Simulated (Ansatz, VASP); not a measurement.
**Re: VASP beside Ansatz**

File INCAR:

```
AGGAC = 1.0 ; AGGAX = 1.0
ALDAC = 0.0 ; ALDAX = 1.0
ALGO = Normal ; EDIFF = 1E-6
ENCUT = 520 ; GGA = B5
ISIF = 2 ; ISMEAR = -1
LASPH = True ; LCHARG = False
LREAL = False ; LWAVE = False
NBANDS = 10 ; NELM = 100
PREC = Accurate ; SIGMA = 0.1
```

Contents of KPOINTS:

```
k-points
0
Gamma
  15 15 15
```

The input POSCAR:

```
Re
1.0
    0.0000000000      1.9558767108      1.9558767108
    1.9558767108      0.0000000000      1.9558767108
    1.9558767108      1.9558767108      0.0000000000
Re
1
Direct
    0.0000000000      0.0000000000      0.0000000000
```

Input for Ansatz:

```yaml
crystal:
  lattice:
    - [0.0, 1.9558767108, 1.9558767108]
    - [1.9558767108, 0.0, 1.9558767108]
    - [1.9558767108, 1.9558767108, 0.0]
  atoms:
    - { symbol: Re, position: [0.0, 0.0, 0.0] }
hamiltonian:
  xc: blyp
  pseudopotentials:
    kind: paw
    azcp:
      Re: "pseudopotentials/Re.paw.azcp"
basis:
  ecutwfc: 420
  fft_grid_basis: typed
kpoints:
  mp_grid: { grid: [15, 15, 15], shift: [0, 0, 0] }
magnetization:
  spin_polarized: false
scf:
  occupations: { method: fermi_dirac, width: 0.1 }
  lower_state_search: "off"
output:
  stress: true
```

Alike in both runs: task single point; functional BLYP; k mesh 15 × 15 × 15; occupations fermi-dirac, width 0.1 eV; no spin polarisation.

|  | VASP | Ansatz |
| --- | --- | --- |
| version | VASP 6.6.1 | Ansatz 0.2.0 |
| potentials or method | VASP PAW PBE potentials, release 64 (Re), cutoff 520 eV | plane waves (420 eV) with PAW, scalar-relativistic |
| valence electrons in the cell | 7 | 15 |

```csv
,VASP,Ansatz,Ansatz less VASP
pressure (GPa),16.7,14.5,-2.20
```

VASP's potentials were made for PBE, not for BLYP. VASP's potentials hold 7 valence electrons a cell and Ansatz's 15, so a difference there can come from the potentials and not from the codes.

Neither program's run includes spin-orbit coupling.
